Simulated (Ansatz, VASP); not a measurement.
# Two plane-wave programs on GaSb

```
Ga Sb
1.0
     3.58182    0.00000    0.00000
     0.00000    3.58182    0.00000
     0.00000    0.00000    3.58182
Ga Sb
1 1
Direct
  0.00000 0.00000 0.00000
  0.50000 0.50000 0.50000
```

Alike in both runs: task single point; functional PBE; k mesh 6 × 6 × 6; occupations fermi-dirac, width 0.02 eV; no spin polarisation.

|  | VASP | Ansatz |
| --- | --- | --- |
| version | VASP 6.6.1 | Ansatz 0.2.0 |
| potentials or method | VASP PAW PBE potentials, release 64 (Ga_d, Sb) | plane waves, PAW |
| plane-wave cutoff (eV) | 520 | 420 |
| valence electrons in the cell | 18 | 28 |

```tsv
	VASP	Ansatz	Ansatz less VASP
pressure (GPa)	1.0	1.0	+0.03
```

VASP's potentials hold 18 valence electrons a cell and Ansatz's 28, so a difference there can come from the potentials and not from the codes.

Neither program's run includes spin-orbit coupling.
